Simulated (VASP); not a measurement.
A run of VASP 6.6.1:

The input INCAR:

```
SYSTEM = TaN
  PREC = Accurate
  ENCUT = 600
  EDIFF = 1E-6
  ISMEAR = 0
  SIGMA = 0.1
  LREAL = .False.
  LASPH = .True.
  NELM = 120
  ALGO = Normal
  ISIF = 2
  LWAVE = .False.
  LCHARG = .True.
  GGA = PS
  IVDW = 12
  LELF = .True.
  LVHAR = .True.
  NBANDS = 16
  GGA_COMPAT = .False.
```

KPOINTS

```
Automatic mesh
0
Gamma
  9 9 8
  0 0 0
```

Contents of POSCAR:

```
TaN
1.0
    2.9045369037      0.0000000000      0.0000000000
   -1.4522684518      2.5154027448      0.0000000000
    0.0000000000      0.0000000000      2.8551817888
Ta N
1 1
Direct
    0.0000000000      0.0000000000      0.0000000000
    0.3333333333      0.6666666667      0.5000000000
```

Potentials or basis: VASP PAW PBE potentials, release 64 (Ta_sv_GW, N).

Command:

```bash
$ cat potpaw_PBE.64/Ta_sv_GW/POTCAR potpaw_PBE.64/N/POTCAR > POTCAR
$ mpirun -np 1 vasp_std > vasp.out
```

Hardware: 1 thread of Intel(R) Xeon(R) Platinum 8259CL CPU @ 2.50GHz (Skylake/Cascade Lake) (shared host).

**Question.** Estimate the wall time of this run.

**Answer.** Wall time 17 s on 1 thread of Intel(R) Xeon(R) Platinum 8259CL CPU @ 2.50GHz (Skylake/Cascade Lake), with other jobs on the host, peak memory 0.17 GiB. Counts: scf iterations 13, k points 60.
